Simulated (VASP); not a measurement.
Input of a VASP 6.6.1 run:

Contents of INCAR:

```
SYSTEM = RbBr
  PREC = Accurate
  ENCUT = 520
  EDIFF = 1E-6
  ISMEAR = 0
  SIGMA = 0.05
  LREAL = .False.
  LASPH = .True.
  NELM = 60
  ALGO = Normal
  ISIF = 2
  LWAVE = .False.
  LCHARG = .False.
  GGA = PS
  NBANDS = 15
```

KPOINTS

```
regular mesh
0
Gamma
  6 6 6
  0 0 0
```

The input POSCAR:

```
RbBr
1.0
    4.0229253675      0.0000000000      0.0000000000
    0.0000000000      4.0229253675      0.0000000000
    0.0000000000      0.0000000000      3.9197734350
Rb Br
1 1
Direct
    0.0000000000      0.0000000000      0.0000000000
    0.5000000000      0.5000000000      0.5000000000
```

Potentials or basis: VASP PAW PBE potentials, release 64 (Rb_sv, Br).

Run with:

```sh
$ cat potpaw_PBE.64/Rb_sv/POTCAR potpaw_PBE.64/Br/POTCAR > POTCAR
$ mpirun -np 1 vasp_std > vasp.out
```

Estimate the pressure.

1.3 GPa.

What does it give for the band gap on the k mesh?

4.16 eV (least direct gap 4.31 eV).

Stress tensor (GPa, compression positive):
```
1.03 0.00 0.00
0.00 1.03 0.00
0.00 0.00 1.89
```

Caveat: the cell differs from its parent crystal (strain -0.025 along x and y, -0.050 along z); the PAW data sets were made with another functional, which shifts forces and pressure a little. A k mesh can miss the band edges.
